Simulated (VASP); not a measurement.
# SiO2 (P4_2/mnm) in VASP: notebook

Runs on SiO2. Level: LDA. Tasks: single point.

Program: VASP 6.6.1. These are calculated values, not measurements. Logs are shortened: lines on timing, memory, paths and dates and some standing lists are left out, and cuts for length are marked.

## (1) The cell of the first run

The structure is tetragonal, space group P4_2/mnm (No. 136). The conventional cell has a = 4.155 Å, b = 4.155 Å, c = 2.406 Å, α = 90.00°, β = 90.00°, γ = 90.00°. Si (site symmetry mmm) has 6 O at 1.66 to 1.80 Å within 2.2 Å. O (site symmetry m2m) has 3 Si at 1.66 to 1.80 Å within 2.2 Å.

## (2) Single point, LDA

File INCAR:

```
  PREC = Accurate
  ENCUT = 910
  EDIFF = 1E-6
  ISMEAR = 0
  SIGMA = 0.05
  LREAL = F
  LASPH = T
  NELM = 120
  ALGO = Normal
  ISIF = 2
  LWAVE = F
  LCHARG = F
  NBANDS = 25
  GGA_COMPAT = F
```

File KPOINTS:

```
Automatic mesh
0
Gamma
  6 6 8
```

File POSCAR:

```
SiO2
1.0
    4.1551517022      0.0000000000      0.0000000000
    0.0000000000      4.1551517022      0.0000000000
    0.0000000000      0.0000000000      2.4058000000
Si O
2 4
Direct
    0.5000000000      0.5000000000      0.5000000000
    0.0000000000      0.0000000000      0.0000000000
    0.6944252994      0.6944252994      0.0000000000
    0.1944252994      0.8055747006      0.5000000000
    0.3055747006      0.3055747006      0.0000000000
    0.8055747006      0.1944252994      0.5000000000
```

Potentials or basis: VASP PAW LDA potentials, release 64 (Si, O_h).

Started as:

```bash
$ cat potpaw_LDA.64/Si/POTCAR potpaw_LDA.64/O_h/POTCAR > POTCAR
$ mpirun -np 1 vasp_std > vasp.out
```

OUTCAR:

```text
PREC = Accurate
   ENCUT = 910
   EDIFF = 1E-6
   ISMEAR = 0
   LREAL = F
   LASPH = T
   NELM = 120
   ISIF = 2

 ion  position               nearest neighbor table
   1  0.500  0.500  0.500-   3 1.66   5 1.66   3 1.66   5 1.66   4 1.80   6 1.80
   2  0.000  0.000  0.000-   4 1.66   6 1.66   4 1.66   6 1.66   5 1.80   3 1.80
   3  0.694  0.694  0.000-   1 1.66   1 1.66   2 1.80
   4  0.194  0.806  0.500-   2 1.66   2 1.66   1 1.80
   5  0.306  0.306  0.000-   1 1.66   1 1.66   2 1.80
   6  0.806  0.194  0.500-   2 1.66   2 1.66   1 1.80

  LATTYP: Found a simple tetragonal cell.
 ALAT       =     4.1551517022
 C/A-ratio  =     0.5789920976

  Lattice vectors:

 A1 = (   4.1551517022,   0.0000000000,   0.0000000000)
 A2 = (   0.0000000000,   4.1551517022,   0.0000000000)
 A3 = (   0.0000000000,   0.0000000000,   2.4058000000)

Analysis of symmetry for initial positions (statically):
=====================================================================
 Subroutine PRICEL returns:
 Original cell was already a primitive cell.

 Routine SETGRP: Setting up the symmetry group for a
 simple tetragonal supercell.

 Subroutine GETGRP returns: Found 16 space group operations
 (whereof  8 operations were pure point group operations)
 out of a pool of 16 trial point group operations.

The static configuration has the point symmetry D_2h.
 The point group associated with its full space group is D_4h.

Analysis of symmetry for dynamics (positions and initial velocities):
=====================================================================
 Subroutine PRICEL returns:
 Original cell was already a primitive cell.

 Routine SETGRP: Setting up the symmetry group for a
 simple tetragonal supercell.

 Subroutine GETGRP returns: Found 16 space group operations
 (whereof  8 operations were pure point group operations)
 out of a pool of 16 trial point group operations.

The dynamic configuration has the point symmetry D_2h.
 The point group associated with its full space group is D_4h.

 Subroutine INISYM returns: Found 16 space group operations
 (whereof  8 operations are pure point group operations),
 and found     1 'primitive' translations

----------------------------------------------------------------------------------------

                                     Primitive cell

  volume of cell :      41.5368

  direct lattice vectors                    reciprocal lattice vectors
     4.155151702  0.000000000  0.000000000     0.240665100  0.000000000  0.000000000
     0.000000000  4.155151702  0.000000000     0.000000000  0.240665100  0.000000000
     0.000000000  0.000000000  2.405800000     0.000000000  0.000000000  0.415662150

  length of vectors
     4.155151702  4.155151702  2.405800000     0.240665100  0.240665100  0.415662150

  position of ions in fractional coordinates (direct lattice)
     0.500000000  0.500000000  0.500000000
     0.000000000  0.000000000  0.000000000
     0.694425299  0.694425299  0.000000000
     0.194425299  0.805574701  0.500000000
     0.305574701  0.305574701  0.000000000
     0.805574701  0.194425299  0.500000000

  ion indices of the primitive-cell ions
   primitive index   ion index
                 1           1
                 2           2
                 3           3
                 4           4
                 5           5
                 6           6

----------------------------------------------------------------------------------------

 KPOINTS: Automatic mesh

Automatic generation of k-mesh.
 Grid dimensions read from file:
 generate k-points for:    6    6    8

 Generating k-lattice:

  Cartesian coordinates                     Fractional coordinates (reciprocal lattice)
     0.040110850  0.000000000  0.000000000     0.166666667  0.000000000  0.000000000
     0.000000000  0.040110850  0.000000000     0.000000000  0.166666667  0.000000000
     0.000000000  0.000000000  0.051957769     0.000000000  0.000000000  0.125000000

  Length of vectors
     0.040110850  0.040110850  0.051957769

  Shift w.r.t. Gamma in fractional coordinates (k-lattice)
     0.000000000  0.000000000  0.000000000

 Subroutine IBZKPT returns following result:
 ===========================================

 Found     50 irreducible k-points:

 Following reciprocal coordinates:
            Coordinates               Weight
  0.000000  0.000000  0.000000      1.000000
  0.166667  0.000000  0.000000      4.000000
  0.333333  0.000000  0.000000      4.000000
  0.500000  0.000000  0.000000      2.000000
  0.166667  0.166667  0.000000      4.000000
  0.333333  0.166667  0.000000      8.000000
[... 16 lines left out ...]
  0.333333  0.000000  0.250000      8.000000
  0.500000  0.000000  0.250000      4.000000
 [... further k-points ...]
   k-points           NKPTS =     50   k-points in BZ     NKDIM =     50   number of bands    NBANDS=     25
   number of dos      NEDOS =    301   number of ions     NIONS =      6
   total plane-waves  NPLWV =  42336
   dimension x,y,z NGX =    42 NGY =   42 NGZ =   24
   dimension x,y,z NGXF=    84 NGYF=   84 NGZF=   48
   ions per type =               2   4
   NGX,Y,Z   is equivalent  to a cutoff of  16.80, 16.80, 16.58 a.u.
   NGXF,Y,Z  is equivalent  to a cutoff of  33.61, 33.61, 33.17 a.u.
 SYSTEM =  unknown system
   PREC   = accura    normal or accurate (medium, high low for compatibility)
   ISTART =      0    job   : 0-new  1-cont  2-samecut
   ICHARG =      2    charge: 1-file 2-atom 10-const
   ISPIN  =      1    spin polarized calculation?
   LNONCOLLINEAR =      F non collinear calculations
   LSORBIT =      F    spin-orbit coupling
   LASPH  =      T    aspherical Exc in radial PAW
   ENCUT  =  910.0 eV  66.88 Ry    8.18 a.u.  10.22 10.22  5.92*2*pi/ulx,y,z
   NELM   =    120;   NELMIN=  2; NELMDL= -5     # of ELM steps
   EDIFF  = 0.1E-05   stopping-criterion for ELM
   LREAL  =      F    real-space projection
   EDIFFG = 0.1E-04   stopping-criterion for IOM
   NSW    =      0    number of steps for IOM
   IBRION =     -1    ionic relax: 0-MD 1-quasi-New 2-CG
   NFREE  =      0    steps in history (QN), initial steepest desc. (CG)
   ISIF   =      2    stress and relaxation
   ISYM   =      2    0-nonsym 1-usesym 2-fastsym
   POTIM  = 0.5000    time-step for ionic-motion
   TEBEG  =    0.0;   TEEND  =   0.0 temperature during run
   PSTRESS=    0.0 pullay stress
   NELECT =      32.0000    total number of electrons
   NUPDOWN=      -1.0000    fix difference up-down
   EMIN   =  10.00;   EMAX   =-10.00  energy-range for DOS
   EFERMI =   0.00;   METHOD = LEGACY
   ISMEAR =     0;   SIGMA  =   0.05  broadening in eV -4-tet -1-fermi 0-gaus
   EFERMI_NEDOS =   21; number of points for ismear=-14 and -15
   IALGO  =     38    algorithm
   IMIX   =      4    mixing-type and parameters
     AMIX     =   0.40;   BMIX     =  1.00
     AMIX_MAG =   1.60;   BMIX_MAG =  1.00
  volume/ion in A,a.u.               =       6.92        46.72
  Fermi-wavevector in a.u.,A,eV,Ry     =   1.500769  2.836041 30.644488  2.252306
  Thomas-Fermi vector in A             =   2.612226
   LORBIT       =      0    0 simple, 1 ext, 2 COOP (PROOUT), +10 PAW based schemes
   GGA     = CA    functional components
   LHFCALC =     F    Hartree Fock is set to
   AEXX    =    0.0000 exact exchange contribution
   IVDW    =     0    specifies the selected vdW correction
   LEPSILON=     F    determine dielectric tensor
   LRPA    =     F    only Hartree local field effects (RPA)
 non-spin polarized calculation
 Gauss-broadening in eV      SIGMA  =   0.05
  energy-cutoff  :      910.00
  volume of cell :       41.54
 maximum number of plane-waves:      2620
 NGX is ok and might be reduce to    42
   NGX = 21   NGY = 21   NGZ = 11

 number of electron      31.9999999 magnetization

 Free energy of the ion-electron system (eV)
  ---------------------------------------------------
  ext. energy  EPLUGINS =         0.00000000
  ---------------------------------------------------
  free energy    TOTEN  =       -50.73920172 eV

  energy without entropy =      -50.73920172  energy(sigma->0) =      -50.73920172

 E-fermi :  10.5177     XC(G=0): -13.3023

 val. band max:       10.2471935785   @ k =   0.0000   0.0000   0.0000
 cond. band min:      18.1093792182   @ k =   0.0000   0.0000   0.0000
 fundamental gap:      7.8621856398
 Fermi energy:        10.5177351094

 k-point     1 :       0.0000    0.0000    0.0000
  band No.  band energies     occupation
      1     -13.3844      2.00000
      2      -9.3032      2.00000
      3      -9.3032      2.00000
      4      -9.2262      2.00000
      5      -1.2860      2.00000
      6       2.6450      2.00000
[... 17 lines left out ...]
     24      25.2849      0.00000
     25      26.8391      0.00000

 k-point     2 :       0.1667    0.0000    0.0000
  band No.  band energies     occupation
      1     -13.2307      2.00000
      2     -10.1589      2.00000
      3      -9.2181      2.00000
      4      -8.6866      2.00000
      5      -1.1975      2.00000
      6       1.9284      2.00000
[... 17 lines left out ...]
     24      25.1579      0.00000
     25      26.5806      0.00000

 k-point     3 :       0.3333    0.0000    0.0000
  band No.  band energies     occupation
      1     -12.7797      2.00000
      2     -11.1525      2.00000
      3      -8.9899      2.00000
      4      -8.5365      2.00000
      5      -0.8549      2.00000
      6       0.8033      2.00000
[... 552 lines left out ...]
 k-point    23 :       0.3333    0.0000    0.2500
  band No.  band energies     occupation
      1     -11.7594      2.00000
      2     -10.3139      2.00000
      3      -8.4450      2.00000
      4      -8.1877      2.00000
      5       0.0197      2.00000
      6       1.5099      2.00000
[... 17 lines left out ...]
     24      25.0588      0.00000
     25      25.4460      0.00000

 k-point    24 :       0.5000    0.0000    0.2500
  band No.  band energies     occupation
      1     -11.1146      2.00000
      2     -11.1146      2.00000
      3      -8.2698      2.00000
      4      -8.2698      2.00000
      5       0.7096      2.00000
      6       0.7096      2.00000
[... 17 lines left out ...]
     24      24.9167      0.00000
     25      25.6544      0.00000

 [... further k-points ...]

------------------------ aborting loop because EDIFF is reached ----------------------------------------

  FORCE on cell =-STRESS in cart. coord.  units (eV):
  Direction    XX          YY          ZZ          XY          YZ          ZX
  --------------------------------------------------------------------------------------
  -------------------------------------------------------------------------------------
  Total        6.5050149      6.5050149     26.6891459      0.0000000      0.0000000      0.0000000
  in kB      250.9144017    250.9144017   1029.4659074      0.0000000      0.0000000      0.0000000
  external PRESSURE =     510.4315702 kB  Pullay stress =       0.0000000 kB

 VOLUME and BASIS-vectors are now :
 -----------------------------------------------------------------------------
  energy-cutoff  :      910.00
  volume of cell :       41.54
      direct lattice vectors                 reciprocal lattice vectors
     4.155151702  0.000000000  0.000000000     0.240665100  0.000000000  0.000000000
     0.000000000  4.155151702  0.000000000     0.000000000  0.240665100  0.000000000
     0.000000000  0.000000000  2.405800000     0.000000000  0.000000000  0.415662150

 POSITION                                       TOTAL-FORCE (eV/Angst)
 -----------------------------------------------------------------------------------
      2.07758      2.07758      1.20290        -0.000000      0.000000      0.000000
      0.00000      0.00000      0.00000        -0.000000      0.000000      0.000000
      2.88544      2.88544      0.00000         0.441664      0.441664      0.000000
      0.80787      3.34729      1.20290         0.441664     -0.441664      0.000000
      1.26971      1.26971      0.00000        -0.441664     -0.441664     -0.000000
      3.34729      0.80787      1.20290        -0.441664      0.441664      0.000000
 -----------------------------------------------------------------------------------
    total drift:                                0.000000     -0.000000      0.000000

  FREE ENERGIE OF THE ION-ELECTRON SYSTEM (eV)
  ---------------------------------------------------
  free  energy   TOTEN  =       -50.7392017169 eV

  energy  without entropy=      -50.7392017169  energy(sigma->0) =      -50.73920172
```

Wall time 73 s (1 thread of Intel Xeon Platinum 8259CL at 2.50GHz (Skylake/Cascade Lake), shared host); peak memory 0.22 GiB.

What came out:

- Free energy: -50.7392 eV
- Pressure: 51.0 GPa
- Largest force: 0.625 eV/Å
- Band gap on the k mesh: 7.86 eV, direct

Forces on the atoms (eV/Å):
```
Si   0.000  0.000  0.000
Si   0.000  0.000  0.000
O    0.442  0.442  0.000
O    0.442 -0.442  0.000
O   -0.442 -0.442  0.000
O   -0.442  0.442  0.000
```

Caveat: the cutoff is under 1.25 times the usual one of these potentials, so pressure, stress and relaxed cells hold a basis-set (Pulay) error.

[end of part 1 of 3]
